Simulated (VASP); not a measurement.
Input of a VASP 6.6.1 run:

File INCAR:

```
ALGO = Normal ; EDIFF = 1E-6
ENCUT = 520 ; GGA = PE
ISIF = 2 ; ISMEAR = 0
LASPH = True ; LCHARG = False
LREAL = False ; LWAVE = False
NBANDS = 34 ; NELM = 100
PREC = Accurate ; SIGMA = 0.02
```

Contents of KPOINTS:

```
k-points
0
Gamma
  6 6 4
```

POSCAR

```
KNaHCl
1.0
    4.4787224458      0.0000000000      0.0000000000
    0.0000000000      4.4787224458      0.0000000000
    0.0000000000      0.0000000000      9.7820682656
K Na H Cl
2 2 2 2
Direct
    0.0000000000      0.5000000000      0.3291286396
    0.5000000000      0.0000000000      0.6708713604
    0.0000000000      0.5000000000      0.9399045151
    0.5000000000      0.0000000000      0.0600954849
    0.0000000000      0.0000000000      0.0000000000
    0.5000000000      0.5000000000      0.0000000000
    0.0000000000      0.5000000000      0.6539373448
    0.5000000000      0.0000000000      0.3460626552
```

Potentials or basis: VASP PAW PBE potentials, release 64 (K_sv, Na_pv, H, Cl).

Launch:

```console
$ cat potpaw_PBE.64/K_sv/POTCAR potpaw_PBE.64/Na_pv/POTCAR potpaw_PBE.64/H/POTCAR potpaw_PBE.64/Cl/POTCAR > POTCAR
$ mpirun -np 1 vasp_std > vasp.out
```

(1) Estimate the pressure.

(2) Predict the band gap on the k mesh.

Answers

(1) 0.0 GPa.

(2) 2.04 eV.
